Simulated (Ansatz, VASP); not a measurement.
## Ba in VASP and in Ansatz

```
Ba
1.0
     6.99497    0.00000    0.00000
    -3.49749    6.05782    0.00000
     0.00000    0.00000    4.14920
Ba
3
Direct
  0.00000 0.00000 0.00000
  0.33333 0.66667 0.50000
  0.66667 0.33333 0.50000
```

Alike in both runs: functional PBEsol; k mesh 9 × 9 × 10; occupations gaussian, width 0.1 eV; no spin polarisation.

Ansatz relaxed the structure, and its values are those at the end. VASP's run is a single point on that final structure, the one shown.

```csv
,VASP,Ansatz
version,VASP 6.6.1,Ansatz 0.2.0
potentials or method,"VASP PAW PBE potentials, release 64 (Ba_sv), cutoff 520 eV","scalar-relativistic, plane waves, PAW"
valence electrons in the cell,30,30
```

```csv
,VASP,Ansatz,Ansatz less VASP
gap on the k mesh at the Fermi level (eV),none,none,-
pressure (GPa),0.1,0.0,-0.08
```

VASP's potentials were made for PBE, not for PBEsol. A gap of «none» marks a metal or a gap that the smearing closes.

Spin-orbit coupling is off throughout.
